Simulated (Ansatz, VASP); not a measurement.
# Two plane-wave programs on LiY3

INCAR

```
PREC = Accurate ; ENCUT = 520
EDIFF = 1E-6 ; ISMEAR = -1
SIGMA = 0.05 ; LREAL = F
LASPH = T ; NELM = 100
ALGO = Normal ; ISIF = 2
LWAVE = F ; LCHARG = F
GGA = PE ; NBANDS = 26
```

KPOINTS

```
regular mesh
0
Gamma
  3 3 3
```

File POSCAR:

```
LiY3
1.0
    4.9114967794      0.0000000000      0.0000000000
    0.0000000000      4.9114967794      0.0000000000
    0.0000000000      0.0000000000      4.9114967794
Li Y
1 3
Direct
    0.0441200000      0.9808300000      0.9994900000
    0.4800300000      0.5238000000      0.9626300000
    0.4699700000      0.9966800000      0.5034800000
    0.9885600000      0.5416300000      0.4928600000
```

Input for Ansatz:

```yaml
crystal:
  lattice:
    - [4.911496779384496, 0.0, 0.0]
    - [0.0, 4.911496779384496, 0.0]
    - [0.0, 0.0, 4.911496779384496]
  atoms:
    - { symbol: Li, position: [0.04412, 0.98083, 0.99949] }
    - { symbol: "Y", position: [0.48003, 0.5238, 0.96263] }
    - { symbol: "Y", position: [0.46997, 0.99668, 0.50348] }
    - { symbol: "Y", position: [0.98856, 0.54163, 0.49286] }
basis:
  ecutwfc: 540.0
  xc_grid: 2
kpoints:
  mp_grid:
    grid: [3, 3, 3]
scf:
  convergence:
    dr2_threshold: 1.0e-09
  occupations:
    method: fermi_dirac
    width: 0.05
output:
  forces: true
  stress: true
```

Alike in both runs: task single point; functional PBE; k mesh 3 × 3 × 3; occupations fermi-dirac, width 0.05 eV; no spin polarisation.

|  | VASP | Ansatz |
| --- | --- | --- |
| version | VASP 6.6.1 | Ansatz 0.2.0 |
| potentials or method | VASP PAW PBE potentials, release 64 (Li_sv, Y_sv), cutoff 520 eV | plane waves, PAW |
| valence electrons in the cell | 36 | 36 |

|  | VASP | Ansatz | Ansatz less VASP |
| --- | --- | --- | --- |
| rms of the force components (eV/Å) | 0.514 | 0.516 | +0.0023 |

Atom by atom the forces differ by 0.003 eV/Å (rms over components). Ansatz's warnings: stress scf threshold loose.

The k mesh is coarse, so the values compare programs but aren't converged. Noted on VASP's run: the cutoff is under 1.25 times that of the potentials, so the pressure is a little rough.
